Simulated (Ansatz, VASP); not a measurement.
**K in VASP and in Ansatz**

```
K
1.0
     2.43796   -4.04761    0.00000
     2.43796    4.04761    0.00000
     0.00000    0.00000    7.81180
K
2
Direct
  0.82061 0.17939 0.25000
  0.17939 0.82061 0.75000
```

Alike in both runs: task single point; functional PBE; k mesh 4 × 4 × 2; no spin polarisation.

|  | VASP | Ansatz |
| --- | --- | --- |
| version | VASP 6.6.1 | Ansatz 0.2.0 |
| potentials or method | VASP PAW PBE potentials, release 64 (K_sv), cutoff 520 eV | scalar-relativistic, plane waves, PAW |
| occupations | fermi-dirac, width 0.0861733 eV | fermi-dirac |
| valence electrons in the cell | 18 | 18 |

```csv
,VASP,Ansatz,Ansatz less VASP
gap on the k mesh at the Fermi level (eV),none,none,-
pressure (GPa),-0.1,-0.1,+0.01
"traceless stress, the component that is largest in VASP (GPa)",-0.34,-0.34,0.000
```

A gap of «none» marks a metal or a gap that the smearing closes.

The k mesh is coarse, so the values compare programs but aren't converged.
